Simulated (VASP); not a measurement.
Set up this calculation in VASP 6.6.1, as the native input.

```yaml
Task: single point
Functional: PBE
Potentials_or_basis: VASP PAW PBE potentials, release 64 (Ba_sv, Ti_sv, O_h)
Cutoff: 1340 eV
k_mesh: 8 × 8 × 6
Occupations: gaussian, width 0.05 eV
Spin: no spin polarisation
Dipole_correction: no
Further_INCAR_settings: ALGO = Normal; EDIFF = 1e-06; NBANDS = 28
```

The structure of BaTiO3 lies in POSCAR:

```
BaTiO3
1.0
    3.9853536613      0.0000000000      0.0000000000
    0.0000000000      3.9853536613      0.0000000000
    0.0000000000      0.0000000000      4.2018072460
Ba Ti O
1 1 3
Direct
    0.0000000000      0.0000000000      0.9863187693
    0.5000000000      0.5000000000      0.4690806688
    0.5000000000      0.5000000000      0.0378497747
    0.5000000000      0.0000000000      0.5173753936
    0.0000000000      0.5000000000      0.5173753936
```

One way to write it, as run:

INCAR

```
PREC = Accurate
ENCUT = 1340
EDIFF = 1E-6
ISMEAR = 0
SIGMA = 0.05
LREAL = F
LASPH = T
NELM = 120
ALGO = Normal
ISIF = 2
LWAVE = F
LCHARG = T
GGA = PE
LELF = T
LVHAR = T
NBANDS = 28
GGA_COMPAT = F
```

KPOINTS

```
regular mesh
0
Gamma
  8 8 6
```

Potentials or basis: VASP PAW PBE potentials, release 64 (Ba_sv, Ti_sv, O_h).

Launch:

```bash
$ cat potpaw_PBE.64/Ba_sv/POTCAR potpaw_PBE.64/Ti_sv/POTCAR potpaw_PBE.64/O_h/POTCAR > POTCAR
$ mpirun -np 1 vasp_std > vasp.out
```

It gave:

| Quantity | Value |
| --- | --- |
| Pressure | 1.4 GPa |
| Largest force | 0.049 eV/Å |
| Band gap on the k mesh | 1.79 eV (least direct gap 2.36 eV) |

Caveat: spin-orbit coupling is left out, which moves the levels of the heavy elements.

It took 6.5 min on 1 thread of AMD EPYC 7R13 Processor (Zen 3) (shared host), peak memory 0.63 GiB.
